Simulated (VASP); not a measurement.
# BiRu (rocksalt type) (Fm-3m) in VASP: relaxation of cell and atoms with LDA

Aim: the relaxation of cell and atoms of BiRu (rocksalt type) with LDA.

All numbers are computed with VASP 6.6.1; they aren't measurements. Logs are shortened: lines on timing, memory, paths and dates and some standing lists are left out, and cuts for length are marked.

## 1. The cell of the first run

The structure is cubic, space group Fm-3m (No. 225). The conventional cell has a = 5.684 Å, b = 5.684 Å, c = 5.684 Å, α = 90.00°, β = 90.00°, γ = 90.00°. Within 3.7 Å of Ru (site symmetry m-3m) lie 6 Bi at 2.84 Å. Within 3.7 Å of Bi (site symmetry m-3m) lie 6 Ru at 2.84 Å.

## 2. Relaxation of cell and atoms, LDA

INCAR reads:

```
  ALGO = Normal
  EDIFF = 1E-7
  EDIFFG = -0.005
  ENCUT = 600
  IBRION = 2
  ISIF = 3
  ISMEAR = -1
  LASPH = T
  LCHARG = F
  LREAL = F
  LWAVE = F
  NELM = 100
  NSW = 60
  PREC = Accurate
  SIGMA = 0.08
```

KPOINTS reads:

```
k-points
0
Gamma
  13 13 13
```

POSCAR reads:

```
BiRu
1.0
    0.0000000000      2.8418062605      2.8418062605
    2.8418062605      0.0000000000      2.8418062605
    2.8418062605      2.8418062605      0.0000000000
Ru Bi
1 1
Direct
    0.0000000000      0.0000000000      0.0000000000
    0.5000000000      0.5000000000      0.5000000000
```

Potentials or basis: VASP PAW LDA potentials, release 64 (Ru_pv, Bi_d).

Started as:

```console
$ cat potpaw_LDA.64/Ru_pv/POTCAR potpaw_LDA.64/Bi_d/POTCAR > POTCAR
$ mpirun -np 1 vasp_std > vasp.out
```

OUTCAR:

```text
EDIFF = 1E-7
   EDIFFG = -0.005
   ENCUT = 600
   IBRION = 2
   ISIF = 3
   ISMEAR = -1
   LASPH = T
   LREAL = F
   NELM = 100
   NSW = 60
   PREC = Accurate

 ion  position               nearest neighbor table
   1  0.000  0.000  0.000-   2 2.84   2 2.84   2 2.84   2 2.84   2 2.84   2 2.84
   2  0.500  0.500  0.500-   1 2.84   1 2.84   1 2.84   1 2.84   1 2.84   1 2.84

  LATTYP: Found a face centered cubic cell.
 ALAT       =     5.6836125210

  Lattice vectors:

 A1 = (   0.0000000000,   2.8418062605,   2.8418062605)
 A2 = (   2.8418062605,   0.0000000000,   2.8418062605)
 A3 = (   2.8418062605,   2.8418062605,   0.0000000000)

Analysis of symmetry for initial positions (statically):
=====================================================================
 Subroutine PRICEL returns:
 Original cell was already a primitive cell.

 Routine SETGRP: Setting up the symmetry group for a
 face centered cubic supercell.

 Subroutine GETGRP returns: Found 48 space group operations
 (whereof 48 operations were pure point group operations)
 out of a pool of 48 trial point group operations.

The static configuration has the point symmetry O_h .

Analysis of symmetry for dynamics (positions and initial velocities):
=====================================================================
 Subroutine PRICEL returns:
 Original cell was already a primitive cell.

 Routine SETGRP: Setting up the symmetry group for a
 face centered cubic supercell.

 Subroutine GETGRP returns: Found 48 space group operations
 (whereof 48 operations were pure point group operations)
 out of a pool of 48 trial point group operations.

The dynamic configuration has the point symmetry O_h .

 Subroutine INISYM returns: Found 48 space group operations
 (whereof 48 operations are pure point group operations),
 and found     1 'primitive' translations

----------------------------------------------------------------------------------------

                                     Primitive cell

  volume of cell :      45.9001

  direct lattice vectors                    reciprocal lattice vectors
     0.000000000  2.841806260  2.841806260    -0.175944436  0.175944436  0.175944436
     2.841806260  0.000000000  2.841806260     0.175944436 -0.175944436  0.175944436
     2.841806260  2.841806260  0.000000000     0.175944436  0.175944436 -0.175944436

  length of vectors
     4.018920955  4.018920955  4.018920955     0.304744703  0.304744703  0.304744703

  position of ions in fractional coordinates (direct lattice)
     0.000000000  0.000000000  0.000000000
     0.500000000  0.500000000  0.500000000

  ion indices of the primitive-cell ions
   primitive index   ion index
                 1           1
                 2           2

----------------------------------------------------------------------------------------

 KPOINTS: k-points

Automatic generation of k-mesh.
 Grid dimensions read from file:
 generate k-points for:   13   13   13

 Generating k-lattice:

  Cartesian coordinates                     Fractional coordinates (reciprocal lattice)
    -0.013534187  0.013534187  0.013534187     0.076923077  0.000000000  0.000000000
     0.013534187 -0.013534187  0.013534187     0.000000000  0.076923077  0.000000000
     0.013534187  0.013534187 -0.013534187     0.000000000  0.000000000  0.076923077

  Length of vectors
     0.023441900  0.023441900  0.023441900

  Shift w.r.t. Gamma in fractional coordinates (k-lattice)
     0.000000000  0.000000000  0.000000000

 Subroutine IBZKPT returns following result:
 ===========================================

 Found     84 irreducible k-points:

 Following reciprocal coordinates:
            Coordinates               Weight
  0.000000  0.000000  0.000000      1.000000
  0.076923  0.000000  0.000000      8.000000
  0.153846  0.000000  0.000000      8.000000
  0.230769  0.000000  0.000000      8.000000
  0.307692  0.000000  0.000000      8.000000
  0.384615  0.000000  0.000000      8.000000
[... 16 lines left out ...]
  0.384615  0.153846  0.000000     24.000000
  0.461538  0.153846  0.000000     24.000000
 [... further k-points ...]
   k-points           NKPTS =     84   k-points in BZ     NKDIM =     84   number of bands    NBANDS=     18
   number of dos      NEDOS =    301   number of ions     NIONS =      2
   total plane-waves  NPLWV =  32768
   dimension x,y,z NGX =    32 NGY =   32 NGZ =   32
   dimension x,y,z NGXF=    64 NGYF=   64 NGZF=   64
   ions per type =               1   1
   NGX,Y,Z   is equivalent  to a cutoff of  13.24, 13.24, 13.24 a.u.
   NGXF,Y,Z  is equivalent  to a cutoff of  26.47, 26.47, 26.47 a.u.
 SYSTEM =  unknown system
   PREC   = accura    normal or accurate (medium, high low for compatibility)
   ISTART =      0    job   : 0-new  1-cont  2-samecut
   ICHARG =      2    charge: 1-file 2-atom 10-const
   ISPIN  =      1    spin polarized calculation?
   LNONCOLLINEAR =      F non collinear calculations
   LSORBIT =      F    spin-orbit coupling
   LASPH  =      T    aspherical Exc in radial PAW
   ENCUT  =  600.0 eV  44.10 Ry    6.64 a.u.   8.03  8.03  8.03*2*pi/ulx,y,z
   NELM   =    100;   NELMIN=  2; NELMDL= -5     # of ELM steps
   EDIFF  = 0.1E-06   stopping-criterion for ELM
   LREAL  =      F    real-space projection
   EDIFFG = -.5E-02   stopping-criterion for IOM
   NSW    =     60    number of steps for IOM
   IBRION =      2    ionic relax: 0-MD 1-quasi-New 2-CG
   NFREE  =      1    steps in history (QN), initial steepest desc. (CG)
   ISIF   =      3    stress and relaxation
   ISYM   =      2    0-nonsym 1-usesym 2-fastsym
   POTIM  = 0.5000    time-step for ionic-motion
   TEBEG  =    0.0;   TEEND  =   0.0 temperature during run
   PSTRESS=    0.0 pullay stress
   NELECT =      29.0000    total number of electrons
   NUPDOWN=      -1.0000    fix difference up-down
   EMIN   =  10.00;   EMAX   =-10.00  energy-range for DOS
   EFERMI =   0.00;   METHOD = LEGACY
   ISMEAR =    -1;   SIGMA  =   0.08  broadening in eV -4-tet -1-fermi 0-gaus
   EFERMI_NEDOS =   21; number of points for ismear=-14 and -15
   IALGO  =     38    algorithm
   IMIX   =      4    mixing-type and parameters
     AMIX     =   0.40;   BMIX     =  1.00
     AMIX_MAG =   1.60;   BMIX_MAG =  1.00
  volume/ion in A,a.u.               =      22.95       154.87
  Fermi-wavevector in a.u.,A,eV,Ry     =   1.404763  2.654617 26.849177  1.973359
  Thomas-Fermi vector in A             =   2.527292
   LORBIT       =      0    0 simple, 1 ext, 2 COOP (PROOUT), +10 PAW based schemes
   GGA     = CA    functional components
   LHFCALC =     F    Hartree Fock is set to
   AEXX    =    0.0000 exact exchange contribution
   IVDW    =     0    specifies the selected vdW correction
   LEPSILON=     F    determine dielectric tensor
   LRPA    =     F    only Hartree local field effects (RPA)
 conjugate gradient relaxation of ions
 non-spin polarized calculation
  energy-cutoff  :      600.00
  volume of cell :       45.90
 maximum number of plane-waves:      1550
   NGX = 17   NGY = 17   NGZ = 17

--------------------------------------- Ionic step        1  -------------------------------------------

 number of electron      29.0000005 magnetization

 Free energy of the ion-electron system (eV)
  ---------------------------------------------------
  ext. energy  EPLUGINS =         0.00000000
  ---------------------------------------------------
  free energy    TOTEN  =       -13.49986348 eV

  energy without entropy =      -13.43166274  energy(sigma->0) =      -13.46576311

 E-fermi :   8.3130     XC(G=0): -11.5894

 val. band max:        8.3097463318   @ k =   0.4615   0.2308   0.0769
 cond. band min:       8.3237618565   @ k =  -0.3846   0.3077   0.0000
 fundamental gap:      0.0140155247
 Fermi energy:         8.3129935043

 k-point     1 :       0.0000    0.0000    0.0000
  band No.  band energies     occupation
      1     -33.2557      2.00000
      2     -33.2557      2.00000
      3     -33.2557      2.00000
      4     -14.3352      2.00000
      5     -14.3352      2.00000
      6     -14.2766      2.00000
[... 10 lines left out ...]
     17      10.1656      0.00000
     18      12.7848      0.00000
[... 463 lines left out ...]
 k-point    24 :       0.4615    0.1538    0.0000
  band No.  band energies     occupation
      1     -33.2680      2.00000
      2     -33.2604      2.00000
      3     -33.2596      2.00000
      4     -14.3143      2.00000
      5     -14.3100      2.00000
      6     -14.2671      2.00000
[... 10 lines left out ...]
     17      11.4536      0.00000
     18      13.9228      0.00000

 [... further k-points ...]

------------------------ aborting loop because EDIFF is reached ----------------------------------------

  FORCE on cell =-STRESS in cart. coord.  units (eV):
  Direction    XX          YY          ZZ          XY          YZ          ZX
  --------------------------------------------------------------------------------------
  -------------------------------------------------------------------------------------
  Total       -3.8745224     -3.8745224     -3.8745224      0.0000000      0.0000000     -0.0000000
  in kB     -135.2431775   -135.2431775   -135.2431775      0.0000000      0.0000000     -0.0000000
  external PRESSURE =    -135.2431775 kB  Pullay stress =       0.0000000 kB

 VOLUME and BASIS-vectors are now :
 -----------------------------------------------------------------------------
  energy-cutoff  :      600.00
  volume of cell :       45.90
      direct lattice vectors                 reciprocal lattice vectors
     0.000000000  2.841806260  2.841806260    -0.175944436  0.175944436  0.175944436
     2.841806260  0.000000000  2.841806260     0.175944436 -0.175944436  0.175944436
     2.841806260  2.841806260  0.000000000     0.175944436  0.175944436 -0.175944436
[... 181 lines left out ...]
 POSITION                                       TOTAL-FORCE (eV/Angst)
 -----------------------------------------------------------------------------------
      0.00000      0.00000      0.00000        -0.000000     -0.000000     -0.000000
      2.71733      2.71733      2.71733         0.000000      0.000000      0.000000
 -----------------------------------------------------------------------------------
    total drift:                                0.000000     -0.000000     -0.000000

  FREE ENERGIE OF THE ION-ELECTRON SYSTEM (eV)
  ---------------------------------------------------
  free  energy   TOTEN  =       -13.7827587435 eV

  energy  without entropy=      -13.7340619896  energy(sigma->0) =      -13.75841037

--------------------------------------- Ionic step        7  -------------------------------------------

 number of electron      29.0000003 magnetization

 Free energy of the ion-electron system (eV)
  ---------------------------------------------------
  ext. energy  EPLUGINS =         0.00000000
  ---------------------------------------------------
  free energy    TOTEN  =       -13.78282011 eV

  energy without entropy =      -13.73437018  energy(sigma->0) =      -13.75859514

 E-fermi :  10.2951     XC(G=0): -12.3171

 val. band max:       10.2762792160   @ k =  -0.4615   0.4615   0.0769
 cond. band min:      10.3066379824   @ k =   0.3846   0.1538   0.0000
 fundamental gap:      0.0303587663
 Fermi energy:        10.2951498001

 k-point     1 :       0.0000    0.0000    0.0000
  band No.  band energies     occupation
      1     -31.3985      2.00000
      2     -31.3985      2.00000
      3     -31.3985      2.00000
      4     -12.6063      2.00000
      5     -12.6063      2.00000
      6     -12.5145      2.00000
[... 10 lines left out ...]
     17      12.4913      0.00000
     18      16.2743      0.00000
[... 463 lines left out ...]
 k-point    24 :       0.4615    0.1538    0.0000
  band No.  band energies     occupation
      1     -31.4233      2.00000
      2     -31.4085      2.00000
      3     -31.4068      2.00000
      4     -12.5599      2.00000
      5     -12.5553      2.00000
      6     -12.4980      2.00000
[... 10 lines left out ...]
     17      13.9473      0.00000
     18      16.4757      0.00000

 [... further k-points ...]

------------------------ aborting loop because EDIFF is reached ----------------------------------------

  FORCE on cell =-STRESS in cart. coord.  units (eV):
  Direction    XX          YY          ZZ          XY          YZ          ZX
  --------------------------------------------------------------------------------------
  -------------------------------------------------------------------------------------
  Total       -0.0013591     -0.0013591     -0.0013591     -0.0000000      0.0000000      0.0000000
  in kB       -0.0543645     -0.0543645     -0.0543645     -0.0000000      0.0000000      0.0000000
  external PRESSURE =      -0.0543645 kB  Pullay stress =       0.0000000 kB

 VOLUME and BASIS-vectors are now :
 -----------------------------------------------------------------------------
  energy-cutoff  :      600.00
  volume of cell :       40.05
      direct lattice vectors                 reciprocal lattice vectors
     0.000000000  2.715631322  2.715631322    -0.184119249  0.184119249  0.184119249
     2.715631322 -0.000000000  2.715631322     0.184119249 -0.184119249  0.184119249
     2.715631322  2.715631322 -0.000000000     0.184119249  0.184119249 -0.184119249

 POSITION                                       TOTAL-FORCE (eV/Angst)
 -----------------------------------------------------------------------------------
      0.00000      0.00000      0.00000         0.000000      0.000000     -0.000000
      2.71563      2.71563      2.71563         0.000000      0.000000      0.000000
 -----------------------------------------------------------------------------------
    total drift:                                0.000000     -0.000000     -0.000000

  FREE ENERGIE OF THE ION-ELECTRON SYSTEM (eV)
  ---------------------------------------------------
  free  energy   TOTEN  =       -13.7828201075 eV

  energy  without entropy=      -13.7343701814  energy(sigma->0) =      -13.75859514

 reached required accuracy - stopping structural energy minimisation
```

Run time: 3.4 min. Hardware: 1 thread of AMD EPYC 7R13 (Zen 3), shared host; peak memory 0.2 GiB.

What came out:

```yaml
Free_energy: -13.7828 eV
Relaxed_volume: 20.03 Å³/atom
Relaxed_cell: a = 3.840 Å, b = 3.840 Å, c = 3.840 Å, α = 60.00°, β = 60.00°, γ = 60.00°
Space_group_after_relaxing_to_0.1_Å: Fm-3m (No. 225)
Energy_gained_by_relaxing: 141.5 meV/atom
Ionic_steps: 7
Pressure_after_relaxing: 0.0 GPa
Band_gap_on_the_k_mesh: zero (an odd number of electrons rules out a gap without spin polarisation)
```

The path:
| step | energy change (eV) | largest force (eV/Å) | pressure (GPa) | volume (Å³) |
| --- | --- | --- | --- | --- |
| 1 | 0.0000 | 0.0000 | -13.52 | 45.90 |
| 2 | 0.2306 | 0.0000 | 32.90 | 34.20 |
| 3 | -0.2825 | 0.0000 | -0.68 | 40.25 |
| 4 | -0.2829 | 0.0000 | -0.16 | 40.10 |
| 5 | -0.2829 | 0.0000 | 0.21 | 39.99 |
| 6 | -0.2829 | 0.0000 | -0.25 | 40.13 |
| 7 | -0.2830 | 0.0000 | -0.01 | 40.05 |

Final structure:
```
Ru Bi
1.0
     0.00000    2.71563    2.71563
     2.71563    0.00000    2.71563
     2.71563    2.71563    0.00000
Ru Bi
1 1
Direct
  0.00000 0.00000 0.00000
  0.50000 0.50000 0.50000
```

Levels at points of the mesh, in eV from the Fermi level:
```csv
k point,band 10,band 11,band 12,band 13,band 14,band 15,band 16,band 17,band 18
"(0.00, 0.00, 0.00)",-1.67,-1.67,-1.67,-1.32,-1.32,2.20,2.20,2.20,5.98
```

Caveat: spin-orbit coupling is left out, which moves the levels of the heavy elements.
